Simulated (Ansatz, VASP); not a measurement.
## Two plane-wave programs on SiB2

```
Si B
1.0
     2.67520   -4.45530    0.00000
     2.67520    4.45530    0.00000
     0.00000    0.00000    3.00838
Si B
2 4
Direct
  0.00000 0.50000 0.00000
  0.50000 0.00000 0.00000
  0.07458 0.25978 0.50000
  0.92542 0.74022 0.50000
  0.25978 0.07458 0.50000
  0.74022 0.92542 0.50000
```

Alike in both runs: functional PBE; k mesh 4 × 4 × 6; occupations gaussian, width 0.1 eV; no spin polarisation.

Ansatz relaxed the structure, and its values are those at the end. VASP's run is a single point on that final structure, the one shown.

|  | VASP | Ansatz |
| --- | --- | --- |
| version | VASP 6.6.1 | Ansatz 0.2.0 |
| potentials or method | VASP PAW PBE potentials, release 64 (Si, B), cutoff 520 eV | scalar-relativistic, plane waves, PAW |
| valence electrons in the cell | 20 | 20 |

VASP gave:

```
gap on the k mesh at the Fermi level (eV) : none
pressure (GPa)                            : 0.0
rms of the force components (eV/Å)        : 0.006
```

**Question.** What did Ansatz give for the same quantities?

**Answer.** gap on the k mesh at the Fermi level (eV): none; pressure (GPa): 0.1; rms of the force components (eV/Å): 0.010.

A gap of «none» marks a metal or a gap that the smearing closes.
